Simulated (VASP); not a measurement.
# GaN (Fm-3m) in VASP: a series of runs, part 2 of 2

VASP 6.6.1. Earlier steps stand in the parts before.

**4. Single point, LDA**

This run uses another cell than the first one, of 9.74 Å³/atom, 1.064 times its volume.

File INCAR:

```
SYSTEM = GaN
PREC = Accurate
ENCUT = 600
EDIFF = 1E-6
ISMEAR = 1
SIGMA = 0.05
LREAL = .FALSE.
LASPH = .TRUE.
NELM = 120
ALGO = Normal
ISIF = 2
LWAVE = .FALSE.
LCHARG = .FALSE.
NBANDS = 16
GGA_COMPAT = .FALSE.
```

File KPOINTS:

```
regular mesh
0
G
  7 7 7
  0 0 0
```

File POSCAR:

```
GaN
1.0
    0.0000000000      2.1352350000      2.1352350000
    2.1352350000      0.0000000000      2.1352350000
    2.1352350000      2.1352350000      0.0000000000
Ga N
1 1
Direct
    0.0000000000      0.0000000000      0.0000000000
    0.5000000000      0.5000000000      0.5000000000
```

Potentials or basis: VASP PAW LDA potentials, release 64 (Ga_d, N).

Command:

```console
$ cat potpaw_LDA.64/Ga_d/POTCAR potpaw_LDA.64/N/POTCAR > POTCAR
$ mpirun -np 1 vasp_std > vasp.out
```

OUTCAR:

```text
SYSTEM = GaN
   PREC = Accurate
   ENCUT = 600
   EDIFF = 1E-6
   ISMEAR = 1
   LREAL = .FALSE.
   LASPH = .TRUE.
   NELM = 120
   ISIF = 2

 ion  position               nearest neighbor table
   1  0.000  0.000  0.000-   2 2.14   2 2.14   2 2.14   2 2.14   2 2.14   2 2.14
   2  0.500  0.500  0.500-   1 2.14   1 2.14   1 2.14   1 2.14   1 2.14   1 2.14

  LATTYP: Found a face centered cubic cell.
 ALAT       =     4.2704700000

  Lattice vectors:

 A1 = (   0.0000000000,   2.1352350000,   2.1352350000)
 A2 = (   2.1352350000,   0.0000000000,   2.1352350000)
 A3 = (   2.1352350000,   2.1352350000,   0.0000000000)

Analysis of symmetry for initial positions (statically):
=====================================================================
 Subroutine PRICEL returns:
 Original cell was already a primitive cell.

 Routine SETGRP: Setting up the symmetry group for a
 face centered cubic supercell.

 Subroutine GETGRP returns: Found 48 space group operations
 (whereof 48 operations were pure point group operations)
 out of a pool of 48 trial point group operations.

The static configuration has the point symmetry O_h .

Analysis of symmetry for dynamics (positions and initial velocities):
=====================================================================
 Subroutine PRICEL returns:
 Original cell was already a primitive cell.

 Routine SETGRP: Setting up the symmetry group for a
 face centered cubic supercell.

 Subroutine GETGRP returns: Found 48 space group operations
 (whereof 48 operations were pure point group operations)
 out of a pool of 48 trial point group operations.

The dynamic configuration has the point symmetry O_h .

 Subroutine INISYM returns: Found 48 space group operations
 (whereof 48 operations are pure point group operations),
 and found     1 'primitive' translations

----------------------------------------------------------------------------------------

                                     Primitive cell

  volume of cell :      19.4700

[... 102 lines left out ...]
     AMIX     =   0.40;   BMIX     =  1.00
     AMIX_MAG =   1.60;   BMIX_MAG =  1.00
  volume/ion in A,a.u.               =       9.74        65.70
  Fermi-wavevector in a.u.,A,eV,Ry     =   1.594814  3.013761 34.605481  2.543431
  Thomas-Fermi vector in A             =   2.692830
   LORBIT       =      0    0 simple, 1 ext, 2 COOP (PROOUT), +10 PAW based schemes
   GGA     = CA    functional components
   LHFCALC =     F    Hartree Fock is set to
   AEXX    =    0.0000 exact exchange contribution
   IVDW    =     0    specifies the selected vdW correction
   LEPSILON=     F    determine dielectric tensor
   LRPA    =     F    only Hartree local field effects (RPA)
 non-spin polarized calculation
 Methfessel and Paxton  Order N= 1 SIGMA  =   0.05
  energy-cutoff  :      600.00
  volume of cell :       19.47
 maximum number of plane-waves:       663
   NGX = 13   NGY = 13   NGZ = 13

 number of electron      18.0000005 magnetization

 Free energy of the ion-electron system (eV)
  ---------------------------------------------------
  ext. energy  EPLUGINS =         0.00000000
  ---------------------------------------------------
  free energy    TOTEN  =       -13.03353071 eV

  energy without entropy =      -13.03382729  energy(sigma->0) =      -13.03362957

 E-fermi :   7.2890     XC(G=0): -13.3023

 val. band max:        7.2549778728   @ k =  -0.1429   0.1429   0.0000
 cond. band min:       7.8863662718   @ k =   0.4286   0.4286   0.0000
 fundamental gap:      0.6313883990
 Fermi energy:         7.2890172444

 k-point     1 :       0.0000    0.0000    0.0000
  band No.  band energies     occupation
      1      -9.5974      2.00000
      2      -6.8177      2.00000
      3      -6.8177      2.00000
      4      -6.8177      2.00000
      5      -6.7279      2.00000
      6      -6.7279      2.00000
[... 357 lines left out ...]
      3      -6.7842      2.00000
      4      -6.7617      2.00000
      5      -6.5725      2.00000
      6      -4.0283      2.00000
[... 8 lines left out ...]
     15      26.6424      0.00000
     16      34.2763      0.00000

------------------------ aborting loop because EDIFF is reached ----------------------------------------

  FORCE on cell =-STRESS in cart. coord.  units (eV):
  Direction    XX          YY          ZZ          XY          YZ          ZX
  --------------------------------------------------------------------------------------
  -------------------------------------------------------------------------------------
  Total       -1.5503828     -1.5503828     -1.5503828      0.0000000      0.0000000     -0.0000000
  in kB     -127.5799721   -127.5799721   -127.5799721      0.0000000      0.0000000     -0.0000000
  external PRESSURE =    -127.5799721 kB  Pullay stress =       0.0000000 kB

 VOLUME and BASIS-vectors are now :
 -----------------------------------------------------------------------------
  energy-cutoff  :      600.00
  volume of cell :       19.47
      direct lattice vectors                 reciprocal lattice vectors
     0.000000000  2.135235000  2.135235000    -0.234166263  0.234166263  0.234166263
     2.135235000  0.000000000  2.135235000     0.234166263 -0.234166263  0.234166263
     2.135235000  2.135235000  0.000000000     0.234166263  0.234166263 -0.234166263

 POSITION                                       TOTAL-FORCE (eV/Angst)
 -----------------------------------------------------------------------------------
      0.00000      0.00000      0.00000         0.000000     -0.000000      0.000000
      2.13524      2.13524      2.13524         0.000000      0.000000      0.000000
 -----------------------------------------------------------------------------------
    total drift:                                0.000000     -0.000000     -0.000000

  FREE ENERGIE OF THE ION-ELECTRON SYSTEM (eV)
  ---------------------------------------------------
  free  energy   TOTEN  =       -13.0335307070 eV

  energy  without entropy=      -13.0338272893  energy(sigma->0) =      -13.03362957
```

OSZICAR:

```text
N       E                     dE             d eps       ncg     rms          rms(c)
DAV:   1     0.784459967964E+02    0.78446E+02   -0.10017E+04   736   0.220E+03
DAV:   2    -0.101392581256E+02   -0.88585E+02   -0.82430E+02   712   0.339E+02
DAV:   3    -0.147692305245E+02   -0.46300E+01   -0.46135E+01   808   0.635E+01
DAV:   4    -0.148093528440E+02   -0.40122E-01   -0.40117E-01   752   0.602E+00
DAV:   5    -0.148098070694E+02   -0.45423E-03   -0.45421E-03   808   0.626E-01    0.703E+00
DAV:   6    -0.130920937511E+02    0.17177E+01   -0.44968E+00   880   0.395E+01    0.237E+00
DAV:   7    -0.130597730773E+02    0.32321E-01   -0.18388E-01   728   0.499E+00    0.147E+00
DAV:   8    -0.130355018436E+02    0.24271E-01   -0.50343E-02   728   0.215E+00    0.550E-01
DAV:   9    -0.130335507965E+02    0.19510E-02   -0.59594E-03   712   0.135E+00    0.143E-01
DAV:  10    -0.130335385856E+02    0.12211E-04   -0.52075E-04   776   0.212E-01    0.652E-02
DAV:  11    -0.130335304990E+02    0.80866E-05   -0.24459E-05   808   0.557E-02    0.977E-03
DAV:  12    -0.130335307070E+02   -0.20801E-06   -0.16595E-06   648   0.160E-02
   1 F= -.13033531E+02 E0= -.13033630E+02  d E =0.296582E-03
```

Run time: 9.7 s. Hardware: 1 thread of Intel Xeon 8259CL, shared host; peak memory 0.13 GiB.

What came out:

| Item | Value |
| --- | --- |
| Free energy | -13.0335 eV |
| Pressure | -12.8 GPa |
| Band gap on the k mesh | 0.63 eV, indirect (least direct gap 2.44 eV) |

Levels at points of the mesh, in eV from the valence-band top:
| k point | band 5 | band 6 | band 7 | band 8 | band 9 | band 10 | band 11 | band 12 | band 13 | band 14 |
| --- | --- | --- | --- | --- | --- | --- | --- | --- | --- | --- |
| (0.00, 0.00, 0.00) | -13.98 | -13.98 | -0.45 | -0.45 | -0.45 | 1.99 | 14.51 | 14.51 | 14.51 | 15.13 |

**5. The runs side by side**

```tsv
cell	gap on the mesh (eV)	pressure (GPa)
a = 2.958 Å, angles 60.0°, 2 atoms	1.03	0.8
a = 2.989 Å, angles 60.0°, 2 atoms	0.82	-6.6
a = 3.020 Å, angles 60.0°, 2 atoms	0.63	-12.8
```

Alike in all rows: task single point; level LDA; potentials or basis VASP PAW LDA potentials, release 64 (Ga_d, N); no spin polarisation; k mesh 7 × 7 × 7; cutoff (eV) 600; smearing methfessel-paxton 0.05 eV.

Absolute energies hang on the potentials; compare differences alone.
